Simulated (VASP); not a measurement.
Input of a VASP 6.6.1 run:

The input INCAR:

```
SYSTEM = HC64
PREC = Accurate
ENCUT = 520
EDIFF = 1E-7
ISMEAR = -1
SIGMA = 0.05
LREAL = Auto
LASPH = .True.
NELM = 120
ALGO = Normal
ISIF = 2
LWAVE = .False.
LCHARG = .False.
GGA = PS
IBRION = 2
NSW = 100
EDIFFG = -0.03
NELECT = 256.0
ISYM = -1
GGA_COMPAT = .False.
NELMIN = 4
```

File KPOINTS:

```
explicit points
1
Reciprocal
  0.25000000   0.25000000   0.25000000 1
```

Contents of POSCAR:

```
HC64
1.0
    7.1076060000      0.0000000000      0.0000000000
    0.0000000000      7.1076060000      0.0000000000
    0.0000000000      0.0000000000      7.1076060000
C H
64 1
Direct
    0.9995540000      0.0015670000      0.0021110000
    0.0006180000      0.9989350000      0.5066750000
    0.0001270000      0.5041030000      0.0024440000
    0.9987570000      0.5001600000      0.4994800000
    0.4914940000      0.0021710000      0.0015630000
    0.4951480000      0.0038250000      0.4977250000
    0.5001620000      0.5043280000      0.0025690000
    0.5038840000      0.4989290000      0.4968280000
    0.1242720000      0.1254110000      0.1295390000
    0.1248380000      0.1263760000      0.6253650000
    0.1234280000      0.6219240000      0.1261650000
    0.1232200000      0.6189740000      0.6243290000
    0.6257210000      0.1224090000      0.1267490000
    0.6207200000      0.1240150000      0.6265050000
    0.6186890000      0.6228830000      0.1296360000
    0.6241580000      0.6222010000      0.6241390000
    0.2506260000      0.2512510000      0.9908230000
    0.2512050000      0.2468590000      0.5029300000
    0.2522120000      0.7518720000      0.0048450000
    0.2473840000      0.7490900000      0.5034520000
    0.7490860000      0.2470110000      0.0001980000
    0.7540320000      0.2469980000      0.4989710000
    0.7525050000      0.7527540000      0.9985200000
    0.7564140000      0.7472080000      0.4993640000
    0.3773390000      0.3758350000      0.1269970000
    0.3752490000      0.3781560000      0.6275120000
    0.3719680000      0.8764970000      0.1228420000
    0.3734700000      0.8761470000      0.6250090000
    0.8786720000      0.3715200000      0.1274730000
    0.8757860000      0.3775270000      0.6216660000
    0.8703310000      0.8749050000      0.1267340000
    0.8738590000      0.8746170000      0.6255530000
    0.2535420000      0.9977820000      0.2525000000
    0.2485860000      0.0014500000      0.7532550000
    0.2487360000      0.5019300000      0.2495830000
    0.2532240000      0.5015840000      0.7544350000
    0.7493610000      0.9998440000      0.2498920000
    0.7541890000      0.9983010000      0.7559510000
    0.7480110000      0.4957950000      0.2503530000
    0.7480790000      0.4951070000      0.7512250000
    0.3740800000      0.1259340000      0.3773500000
    0.3775940000      0.1236430000      0.8752140000
    0.3728440000      0.6271680000      0.3770200000
    0.3729720000      0.6303660000      0.8699880000
    0.8715680000      0.1232600000      0.3717950000
    0.8746940000      0.1246860000      0.8737800000
    0.8757690000      0.6253650000      0.3747810000
    0.8734100000      0.6258080000      0.8751010000
    0.9990650000      0.2472230000      0.2507340000
    0.0047820000      0.2508140000      0.7492100000
    0.9997790000      0.7573860000      0.2495980000
    0.0024200000      0.7537320000      0.7504450000
    0.5045660000      0.2460760000      0.2502570000
    0.4984420000      0.2540900000      0.7469640000
    0.5021020000      0.7472410000      0.2488620000
    0.4995410000      0.7525760000      0.7489030000
    0.1286290000      0.3726440000      0.3718510000
    0.1256430000      0.3719860000      0.8768580000
    0.1239580000      0.8758860000      0.3771990000
    0.1208730000      0.8760980000      0.8750350000
    0.6244410000      0.3774970000      0.3721070000
    0.6233960000      0.3727620000      0.8723980000
    0.6200150000      0.8745120000      0.3737450000
    0.6190810000      0.8743860000      0.8807050000
    0.3733610000      0.3793690000      0.3749320000
```

Potentials or basis: VASP PAW PBE potentials, release 64 (C, H).

The run is started by

```sh
$ cat potpaw_PBE.64/C/POTCAR potpaw_PBE.64/H/POTCAR > POTCAR
$ mpirun -np 1 vasp_std > vasp.out
```

Problem. Estimate the energy gained by relaxing.

Solution. 41.8 meV/atom.

Final structure:
```
C H
1.0
     7.10761    0.00000    0.00000
     0.00000    7.10761    0.00000
     0.00000    0.00000    7.10761
C H
64 1
Direct
  0.99959 0.99703 0.99998
  0.00032 0.99823 0.50061
  0.99848 0.49683 0.99886
  0.99960 0.49795 0.49959
  0.50015 0.99828 0.00086
  0.50069 0.99938 0.50114
  0.49957 0.49801 0.99994
  0.50816 0.50039 0.50807
  0.12431 0.12139 0.12461
  0.12534 0.12338 0.62573
  0.12330 0.62452 0.12384
  0.12615 0.62270 0.62545
  0.62504 0.12349 0.12597
  0.62572 0.12384 0.62608
  0.62531 0.62252 0.12610
  0.62988 0.62564 0.63036
  0.24868 0.24480 0.99716
  0.24989 0.24751 0.49970
  0.25065 0.74807 0.00034
  0.25047 0.75174 0.50362
  0.74939 0.24770 0.00020
  0.75018 0.24806 0.50069
  0.75022 0.74788 0.00101
  0.75196 0.74910 0.50157
  0.37398 0.36910 0.12039
  0.37582 0.37415 0.62687
  0.37517 0.87369 0.12589
  0.37669 0.87598 0.62832
  0.87387 0.37244 0.12504
  0.87550 0.37322 0.62573
  0.87522 0.87297 0.12593
  0.87638 0.87382 0.62626
  0.24992 0.99796 0.25028
  0.25014 0.99844 0.75090
  0.23273 0.48196 0.23167
  0.25025 0.49816 0.75066
  0.75004 0.99811 0.25055
  0.75044 0.99826 0.75082
  0.75024 0.49810 0.25050
  0.75176 0.49793 0.75211
  0.37526 0.12322 0.37567
  0.37547 0.12246 0.87500
  0.39154 0.64326 0.39160
  0.37559 0.62358 0.87590
  0.87416 0.12210 0.37590
  0.87520 0.12310 0.87564
  0.87544 0.62354 0.37591
  0.87575 0.62335 0.87606
  0.99621 0.24413 0.24867
  0.99981 0.24779 0.74994
  0.00003 0.74809 0.25126
  0.00067 0.74783 0.75043
  0.49922 0.24821 0.25073
  0.50034 0.24796 0.75064
  0.50269 0.75050 0.24991
  0.50119 0.74928 0.75250
  0.11854 0.36757 0.37363
  0.12480 0.37257 0.87442
  0.12567 0.87389 0.37574
  0.12548 0.87297 0.87559
  0.62627 0.37437 0.37611
  0.62536 0.37320 0.87582
  0.62740 0.87538 0.37704
  0.62593 0.87391 0.87686
  0.33247 0.49374 0.36236
```

Caveat: the cell carries a net charge on a neutralising background, which shifts energy and pressure.
